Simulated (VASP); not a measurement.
A run of VASP 6.6.1 is set up as follows.

File POSCAR:

```
NaF
1.0
    0.0000000000      2.3200000000      2.3200000000
    2.3200000000      0.0000000000      2.3200000000
    2.3200000000      2.3200000000      0.0000000000
Na F
1 1
Direct
    0.0000000000      0.0000000000      0.0000000000
    0.5000000000      0.5000000000      0.5000000000
```

INCAR.step1

```
PREC = Accurate
ENCUT = 520
ISMEAR = -1
SIGMA = 0.05
LREAL = False
LASPH = True
NELM = 60
NBANDS = 14
GGA = PE
ALGO = Normal
EDIFF = 1E-4
LWAVE = True
LCHARG = False
```

The input INCAR.step2:

```
PREC = Accurate
ENCUT = 520
EDIFF = 1E-6
ISMEAR = -1
SIGMA = 0.05
LREAL = False
LASPH = True
NELM = 60
ALGO = Normal
ISIF = 2
LWAVE = False
LCHARG = False
METAGGA = R2SCAN
LMIXTAU = True
NBANDS = 14
ISTART = 1
```

File KPOINTS:

```
regular mesh
0
Gamma
  6 6 6
```

Potentials or basis: VASP PAW PBE potentials, release 64 (Na_pv, F).

Command:

```bash
$ cat potpaw_PBE.64/Na_pv/POTCAR potpaw_PBE.64/F/POTCAR > POTCAR
$ cp INCAR.step1 INCAR
$ mpirun -np 1 vasp_std > vasp.out
$ cp INCAR.step2 INCAR
$ mpirun -np 1 vasp_std > vasp.out
```

Task: Estimate the pressure.

Result: -2.0 GPa.

Task: Estimate the band gap on the k mesh.

Result: 7.15 eV.

Caveat: the PAW data sets were made with another functional, which shifts forces and pressure a little. r2SCAN opens gaps a little over a GGA but as a rule still falls short of measured ones.
